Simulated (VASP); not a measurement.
# Sn (Im-3m) in VASP: single point with PBEsol

Aim: the single point of Sn with PBEsol.

All numbers are computed with VASP 6.6.1; they aren't measurements. Logs are shortened: lines on timing, memory, paths and dates and some standing lists are left out, and cuts for length are marked.

**1. The cell of the first run**

It takes space group Im-3m (No. 229, cubic). The conventional cell has a = 3.772 Å, b = 3.772 Å, c = 3.772 Å, α = 90.00°, β = 90.00°, γ = 90.00°. Sn (site symmetry m-3m) has 14 Sn at 3.27 to 3.77 Å within 4.3 Å.

**2. Single point, PBEsol**

The input, INCAR:

```
SYSTEM = Sn
PREC = Accurate
ENCUT = 500
EDIFF = 1E-6
ISMEAR = -1
SIGMA = 0.15
LREAL = .False.
LASPH = .True.
NELM = 120
ALGO = Normal
ISIF = 2
LWAVE = .False.
LCHARG = .True.
GGA = PS
LELF = .True.
LVHAR = .True.
NBANDS = 13
GGA_COMPAT = .False.
```

The input, KPOINTS:

```
Automatic mesh
0
Gamma
  7 7 7
  0 0 0
```

The input, POSCAR:

```
Sn
1.0
   -1.8861075434      1.8861075434      1.8861075434
    1.8861075434     -1.8861075434      1.8861075434
    1.8861075434      1.8861075434     -1.8861075434
Sn
1
Direct
    0.0000000000      0.0000000000      0.0000000000
```

Potentials or basis: VASP PAW PBE potentials, release 64 (Sn_d).

Run with:

```sh
> cat potpaw_PBE.64/Sn_d/POTCAR > POTCAR
> mpirun -np 1 vasp_std > vasp.out
```

OUTCAR:

```text
SYSTEM = Sn
   PREC = Accurate
   ENCUT = 500
   EDIFF = 1E-6
   ISMEAR = -1
   LREAL = .False.
   LASPH = .True.
   NELM = 120
   ISIF = 2
   GGA = PS

 ion  position               nearest neighbor table
   1  0.000  0.000  0.000-

  LATTYP: Found a body centered cubic cell.
 ALAT       =     3.7722150868

  Lattice vectors:

 A1 = (  -1.8861075434,   1.8861075434,   1.8861075434)
 A2 = (   1.8861075434,  -1.8861075434,   1.8861075434)
 A3 = (   1.8861075434,   1.8861075434,  -1.8861075434)

Analysis of symmetry for initial positions (statically):
=====================================================================
 Subroutine PRICEL returns:
 Original cell was already a primitive cell.

 Routine SETGRP: Setting up the symmetry group for a
 body centered cubic supercell.

 Subroutine GETGRP returns: Found 48 space group operations
 (whereof 48 operations were pure point group operations)
 out of a pool of 48 trial point group operations.

The static configuration has the point symmetry O_h .

Analysis of symmetry for dynamics (positions and initial velocities):
=====================================================================
 Subroutine PRICEL returns:
 Original cell was already a primitive cell.

 Routine SETGRP: Setting up the symmetry group for a
 body centered cubic supercell.

 Subroutine GETGRP returns: Found 48 space group operations
 (whereof 48 operations were pure point group operations)
 out of a pool of 48 trial point group operations.

The dynamic configuration has the point symmetry O_h .

 Subroutine INISYM returns: Found 48 space group operations
 (whereof 48 operations are pure point group operations),
 and found     1 'primitive' translations

----------------------------------------------------------------------------------------

                                     Primitive cell

  volume of cell :      26.8386

  direct lattice vectors                    reciprocal lattice vectors
    -1.886107543  1.886107543  1.886107543     0.000000000  0.265096230  0.265096230
     1.886107543 -1.886107543  1.886107543     0.265096230  0.000000000  0.265096230
     1.886107543  1.886107543 -1.886107543     0.265096230  0.265096230  0.000000000

  length of vectors
     3.266834094  3.266834094  3.266834094     0.374902684  0.374902684  0.374902684

  position of ions in fractional coordinates (direct lattice)
     0.000000000  0.000000000  0.000000000

  ion indices of the primitive-cell ions
   primitive index   ion index
                 1           1

----------------------------------------------------------------------------------------

 KPOINTS: Automatic mesh

Automatic generation of k-mesh.
 Grid dimensions read from file:
 generate k-points for:    7    7    7

 Generating k-lattice:

  Cartesian coordinates                     Fractional coordinates (reciprocal lattice)
     0.000000000  0.037870890  0.037870890     0.142857143  0.000000000  0.000000000
     0.037870890  0.000000000  0.037870890     0.000000000  0.142857143  0.000000000
     0.037870890  0.037870890  0.000000000     0.000000000  0.000000000  0.142857143

  Length of vectors
     0.053557526  0.053557526  0.053557526

  Shift w.r.t. Gamma in fractional coordinates (k-lattice)
     0.000000000  0.000000000  0.000000000

 Subroutine IBZKPT returns following result:
 ===========================================

 Found     20 irreducible k-points:

 Following reciprocal coordinates:
            Coordinates               Weight
  0.000000  0.000000  0.000000      1.000000
  0.142857  0.000000  0.000000     12.000000
  0.285714  0.000000  0.000000     12.000000
  0.428571  0.000000  0.000000     12.000000
  0.142857  0.142857  0.000000     24.000000
  0.285714  0.142857  0.000000     48.000000
[... 12 lines left out ...]
 -0.428571 -0.428571  0.285714      8.000000
 -0.428571  0.428571  0.428571      6.000000
   k-points           NKPTS =     20   k-points in BZ     NKDIM =     20   number of bands    NBANDS=     13
   number of dos      NEDOS =    301   number of ions     NIONS =      1
   total plane-waves  NPLWV =  13824
   dimension x,y,z NGX =    24 NGY =   24 NGZ =   24
   dimension x,y,z NGXF=    48 NGYF=   48 NGZF=   48
   ions per type =               1
   NGX,Y,Z   is equivalent  to a cutoff of  12.21, 12.21, 12.21 a.u.
   NGXF,Y,Z  is equivalent  to a cutoff of  24.43, 24.43, 24.43 a.u.
 SYSTEM =  Sn
   PREC   = accura    normal or accurate (medium, high low for compatibility)
   ISTART =      0    job   : 0-new  1-cont  2-samecut
   ICHARG =      2    charge: 1-file 2-atom 10-const
   ISPIN  =      1    spin polarized calculation?
   LNONCOLLINEAR =      F non collinear calculations
   LSORBIT =      F    spin-orbit coupling
   LASPH  =      T    aspherical Exc in radial PAW
   ENCUT  =  500.0 eV  36.75 Ry    6.06 a.u.   5.96  5.96  5.96*2*pi/ulx,y,z
   NELM   =    120;   NELMIN=  2; NELMDL= -5     # of ELM steps
   EDIFF  = 0.1E-05   stopping-criterion for ELM
   LREAL  =      F    real-space projection
   EDIFFG = 0.1E-04   stopping-criterion for IOM
   NSW    =      0    number of steps for IOM
   IBRION =     -1    ionic relax: 0-MD 1-quasi-New 2-CG
   NFREE  =      0    steps in history (QN), initial steepest desc. (CG)
   ISIF   =      2    stress and relaxation
   ISYM   =      2    0-nonsym 1-usesym 2-fastsym
   POTIM  = 0.5000    time-step for ionic-motion
   TEBEG  =    0.0;   TEEND  =   0.0 temperature during run
   PSTRESS=    0.0 pullay stress
   NELECT =      14.0000    total number of electrons
   NUPDOWN=      -1.0000    fix difference up-down
   EMIN   =  10.00;   EMAX   =-10.00  energy-range for DOS
   EFERMI =   0.00;   METHOD = LEGACY
   ISMEAR =    -1;   SIGMA  =   0.15  broadening in eV -4-tet -1-fermi 0-gaus
   EFERMI_NEDOS =   21; number of points for ismear=-14 and -15
   IALGO  =     38    algorithm
   IMIX   =      4    mixing-type and parameters
     AMIX     =   0.40;   BMIX     =  1.00
     AMIX_MAG =   1.60;   BMIX_MAG =  1.00
  volume/ion in A,a.u.               =      26.84       181.12
  Fermi-wavevector in a.u.,A,eV,Ry     =   1.317845  2.490366 23.629455  1.736716
  Thomas-Fermi vector in A             =   2.447857
   LORBIT       =      0    0 simple, 1 ext, 2 COOP (PROOUT), +10 PAW based schemes
   GGA     = PS    functional components
   LHFCALC =     F    Hartree Fock is set to
   AEXX    =    0.0000 exact exchange contribution
   IVDW    =     0    specifies the selected vdW correction
   LEPSILON=     F    determine dielectric tensor
   LRPA    =     F    only Hartree local field effects (RPA)
 non-spin polarized calculation
  energy-cutoff  :      500.00
  volume of cell :       26.84
 maximum number of plane-waves:       691
   NGX = 11   NGY = 11   NGZ = 11

 number of electron      13.9999991 magnetization

 Free energy of the ion-electron system (eV)
  ---------------------------------------------------
  ext. energy  EPLUGINS =         0.00000000
  ---------------------------------------------------
  free energy    TOTEN  =        -4.27595855 eV

  energy without entropy =       -4.23589596  energy(sigma->0) =       -4.25592726

 E-fermi :   8.2384     XC(G=0): -10.5637

 val. band max:        8.0874547998   @ k =   0.1429   0.1429   0.1429
 cond. band min:       8.4408633209   @ k =   0.2857   0.1429   0.1429
 fundamental gap:      0.3534085210
 Fermi energy:         8.2383781159

 k-point     1 :       0.0000    0.0000    0.0000
  band No.  band energies     occupation
      1     -13.3649      2.00000
      2     -13.3649      2.00000
      3     -13.3649      2.00000
      4     -13.2196      2.00000
      5     -13.2196      2.00000
      6      -3.1075      2.00000
      7      16.1520      0.00000
      8      16.1520      0.00000
      9      16.1520      0.00000
     10      20.2306      0.00000
     11      20.2306      0.00000
     12      20.2306      0.00000
     13      20.9300      0.00000

 k-point     2 :       0.1429    0.0000    0.0000
  band No.  band energies     occupation
      1     -13.3739      2.00000
      2     -13.3524      2.00000
      3     -13.3218      2.00000
      4     -13.2292      2.00000
      5     -13.2208      2.00000
      6      -2.6572      2.00000
      7      13.0686      0.00000
      8      14.7577      0.00000
      9      15.5660      0.00000
     10      18.1115      0.00000
     11      18.4758      0.00000
     12      19.8840      0.00000
     13      21.8646      0.00000

 k-point     3 :       0.2857    0.0000    0.0000
  band No.  band energies     occupation
      1     -13.3944      2.00000
      2     -13.3383      2.00000
      3     -13.2393      2.00000
      4     -13.2236      2.00000
      5     -13.2234      2.00000
      6      -1.3063      2.00000
      7       8.4966      0.30334
      8      12.9129      0.00000
      9      14.4076      0.00000
     10      16.8042      0.00000
     11      17.1356      0.00000
     12      20.8389      0.00000
     13      22.7186      0.00000

 k-point     4 :       0.4286    0.0000    0.0000
  band No.  band energies     occupation
      1     -13.4107      2.00000
      2     -13.3462      2.00000
      3     -13.2302      2.00000
      4     -13.2253      2.00000
      5     -13.1433      2.00000
      6       0.8426      2.00000
      7       4.6139      2.00000
      8      11.8613      0.00000
      9      13.6565      0.00000
     10      16.1852      0.00000
     11      16.4751      0.00000
     12      22.6566      0.00000
     13      23.8396      0.00000

 k-point     5 :       0.1429    0.1429    0.0000
  band No.  band energies     occupation
      1     -13.3756      2.00000
      2     -13.3469      2.00000
      3     -13.2548      2.00000
      4     -13.2410      2.00000
      5     -13.2228      2.00000
      6      -1.7559      2.00000
      7      10.4018      0.00000
      8      11.9824      0.00000
      9      14.1141      0.00000
     10      18.1548      0.00000
     11      18.4782      0.00000
     12      20.6017      0.00000
     13      22.4803      0.00000
[... 193 lines left out ...]
 k-point    18 :      -0.4286    0.4286    0.2857
  band No.  band energies     occupation
      1     -13.3460      2.00000
      2     -13.3183      2.00000
      3     -13.2547      2.00000
      4     -13.2112      2.00000
      5     -13.1572      2.00000
      6       2.5246      2.00000
      7       6.2991      2.00000
      8       8.8233      0.03970
      9      10.1502      0.00001
     10      13.9469      0.00000
     11      16.8011      0.00000
     12      22.2286      0.00000
     13      23.0252      0.00000

 k-point    19 :      -0.4286   -0.4286    0.2857
  band No.  band energies     occupation
      1     -13.3516      2.00000
      2     -13.3516      2.00000
      3     -13.2370      2.00000
      4     -13.1629      2.00000
      5     -13.1629      2.00000
      6       3.9220      2.00000
      7       6.5368      1.99998
      8       6.5368      1.99998
      9      10.7362      0.00000
     10      14.1512      0.00000
     11      14.1512      0.00000
     12      22.1793      0.00000
     13      26.9312      0.00000

 k-point    20 :      -0.4286    0.4286    0.4286
  band No.  band energies     occupation
      1     -13.3788      2.00000
      2     -13.3701      2.00000
      3     -13.1670      2.00000
      4     -13.1670      2.00000
      5     -13.1635      2.00000
      6       4.4373      2.00000
      7       7.8429      1.86633
      8       7.8429      1.86633
      9       7.9058      1.80362
     10      12.0960      0.00000
     11      13.4097      0.00000
     12      25.6383      0.00000
     13      27.3066      0.00000

------------------------ aborting loop because EDIFF is reached ----------------------------------------

  FORCE on cell =-STRESS in cart. coord.  units (eV):
  Direction    XX          YY          ZZ          XY          YZ          ZX
  --------------------------------------------------------------------------------------
  -------------------------------------------------------------------------------------
  Total       -0.2040770     -0.2040770     -0.2040770      0.0000000      0.0000000      0.0000000
  in kB      -12.1827485    -12.1827485    -12.1827485      0.0000000      0.0000000      0.0000000
  external PRESSURE =     -12.1827485 kB  Pullay stress =       0.0000000 kB

 VOLUME and BASIS-vectors are now :
 -----------------------------------------------------------------------------
  energy-cutoff  :      500.00
  volume of cell :       26.84
      direct lattice vectors                 reciprocal lattice vectors
    -1.886107543  1.886107543  1.886107543     0.000000000  0.265096230  0.265096230
     1.886107543 -1.886107543  1.886107543     0.265096230  0.000000000  0.265096230
     1.886107543  1.886107543 -1.886107543     0.265096230  0.265096230  0.000000000

 POSITION                                       TOTAL-FORCE (eV/Angst)
 -----------------------------------------------------------------------------------
      0.00000      0.00000      0.00000         0.000000     -0.000000      0.000000
 -----------------------------------------------------------------------------------
    total drift:                               -0.000000      0.000000      0.000000

  FREE ENERGIE OF THE ION-ELECTRON SYSTEM (eV)
  ---------------------------------------------------
  free  energy   TOTEN  =        -4.2759585549 eV

  energy  without entropy=       -4.2358959563  energy(sigma->0) =       -4.25592726
```

Run time: 15 s. Hardware: 1 thread of AMD EPYC 7R13, shared host; peak memory 0.1 GiB.

Results:

| Property | Result |
| --- | --- |
| Free energy | -4.2760 eV |
| Pressure | -1.2 GPa |
| Band gap on the k mesh | zero (band 7 reaches 16.15 eV, above the bottom of band 8 at 5.93 eV) |

Caveat: the PAW data sets were made with another functional, which shifts forces and pressure a little; spin-orbit coupling is left out, which moves the levels of the heavy elements.
